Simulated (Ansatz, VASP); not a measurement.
**MoS2 in VASP and in Ansatz**

```xyz
6
Lattice="3.1416 0.0000 0.0000 -1.5708 2.7207 0.0000 0.0000 0.0000 12.5703" Properties=species:S:1:pos:R:3 pbc="T T T"
Mo    0.0000    1.8138    3.1426
Mo    1.5708    0.9069    9.4277
S     0.0000    1.8138    7.8689
S     1.5708    0.9069    1.5838
S     0.0000    1.8138   10.9865
S     1.5708    0.9069    4.7014
```

Alike in both runs: functional PBEsol; k mesh 12 × 12 × 4; occupations gaussian, width 0.02 eV; no spin polarisation.

Ansatz relaxed the structure, and its values are those at the end. VASP's run is a single point on that final structure, the one shown.

```csv
,VASP,Ansatz
version,VASP 6.6.1,Ansatz 0.2.0
potentials or method,"VASP PAW PBE potentials, release 64 (Mo_sv, S), cutoff 520 eV","scalar-relativistic, plane waves, PAW"
valence electrons in the cell,52,52
```

Ansatz gave:

```
gap on the k mesh at the Fermi level (eV) : 0.98
least direct gap on the mesh (eV)         : 1.74
pressure (GPa)                            : 0.0
```

Task: What did VASP give for the same quantities?

Result: gap on the k mesh at the Fermi level (eV): 0.99; least direct gap on the mesh (eV): 1.74; pressure (GPa): 0.0.

VASP's potentials were made for PBE, not for PBEsol. With one functional, cell and mesh, what is left measures potentials, basis and numerics.
